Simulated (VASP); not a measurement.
# Li: single point with PBEsol

The system is Li.

```
Li
1.0
     2.88136    0.00000    0.00000
    -1.44068    2.49533    0.00000
     0.00000    0.00000    9.08863
Li
4
Direct
  0.00000 0.00000 0.00000
  0.00000 0.00000 0.50000
  0.33333 0.66667 0.25000
  0.66667 0.33333 0.75000
```

| Quantity | Value |
| --- | --- |
| Program | VASP 6.6.1 |
| Task | single point |
| Functional | PBEsol |
| Potentials or basis | VASP PAW PBE potentials, release 64 (Li_sv) |
| Cutoff | 520 eV |
| k mesh | 10 × 10 × 6 |
| Occupations | fermi-dirac, width 0.05 eV |
| Spin | no spin polarisation |
| Dipole correction | no |
| Further INCAR settings | ALGO = Normal; EDIFF = 1e-06; NBANDS = 14 |

The band gap on the k mesh is zero (band 6 reaches 2.87 eV, above the bottom of band 7 at -1.28 eV).

Levels at points of the mesh, in eV from the Fermi level:
```csv
k point,band 4,band 5,band 6,band 7,band 8,band 9
"(0.00, 0.00, 0.00)",-45.49,-3.78,-2.53,-2.53,0.14,4.04
"(0.50, 0.00, 0.00)",-45.49,-0.19,0.53,0.70,1.46,4.11
"(0.00, 0.00, 0.50)",-45.50,-3.47,-3.47,-1.04,-1.04,6.04
"(0.50, 0.00, 0.50)",-45.49,0.04,0.04,1.21,1.21,4.41
```

Wall time 18 s on 1 thread of Intel(R) Xeon(R) 6975P-C (Granite Rapids) (shared host), peak memory 0.19 GiB.
